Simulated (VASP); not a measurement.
## W: single point with PBE

W:

```
CELL_PARAMETERS angstrom
0.00000 -3.18356 0.00000
-3.18356 0.00000 0.00000
0.00000 0.00000 -3.18356
ATOMIC_POSITIONS crystal
W 0.46533 0.50481 0.48808
W 0.03467 0.99519 0.01192
```

This cell differs from its parent crystal: atoms moved at random.

```yaml
Program: VASP 6.6.1
Task: single point
Functional: PBE
Potentials_or_basis: VASP PAW PBE potentials, release 64 (W_sv)
Cutoff: 520 eV
k_mesh: 10 × 10 × 10
Occupations: gaussian, width 0.15 eV
Spin: no spin polarisation
```

```json
{"Pressure": "6.1 GPa", "Largest force": "2.423 eV/Å", "Band gap on the k mesh": "zero (band 14 reaches 11.83 eV, above the bottom of band 15 at 10.62 eV)"}
```

Forces in eV/Å, atoms in the order of the input:
```
W    0.310 -2.276 -0.772
W   -0.310  2.276  0.772
```

Stress tensor (GPa, compression positive):
```
 7.18 -0.61 -0.44
-0.61  4.08  1.47
-0.44  1.47  7.01
```

Levels at points of the mesh, in eV from the Fermi level:
| k point | band 11 | band 12 | band 13 | band 14 | band 15 | band 16 | band 17 | band 18 |
| --- | --- | --- | --- | --- | --- | --- | --- | --- |
| (0.00, 0.00, 0.00) | -5.34 | -1.23 | -0.79 | -0.79 | 1.80 | 2.58 | 4.79 | 4.81 |
| (0.50, 0.00, 0.00) | -3.65 | -1.51 | -0.46 | -0.37 | -0.34 | 0.06 | 0.53 | 2.55 |
| (0.00, 0.50, 0.00) | -3.16 | -2.92 | -0.78 | -0.74 | 0.39 | 0.49 | 2.05 | 2.33 |
| (0.00, 0.00, 0.50) | -3.30 | -2.69 | -0.79 | -0.72 | 0.28 | 0.53 | 1.81 | 2.52 |
| (0.50, 0.50, 0.00) | -3.27 | -3.26 | 0.60 | 0.69 | 2.52 | 2.74 | 3.20 | 3.32 |
| (0.00, 0.50, 0.50) | -3.04 | -3.03 | 0.80 | 0.86 | 2.06 | 2.17 | 3.24 | 3.29 |
| (0.50, 0.00, 0.50) | -3.31 | -3.28 | 0.54 | 0.75 | 2.41 | 2.94 | 3.10 | 3.42 |
| (0.50, 0.50, 0.50) | -2.72 | -2.67 | -2.29 | -2.24 | 3.40 | 3.41 | 3.42 | 3.43 |

Wall time 2.5 min on 1 thread of AMD EPYC 9R45 96-Core Processor (Zen 5), on a shared host, peak memory 0.32 GiB.

Caveat: the cell differs from its parent crystal (atoms moved at random); spin-orbit coupling is left out, which moves the levels of the heavy elements; forces of over 1 eV/Å act on the atoms, so gaps and moduli don't describe the material at rest.
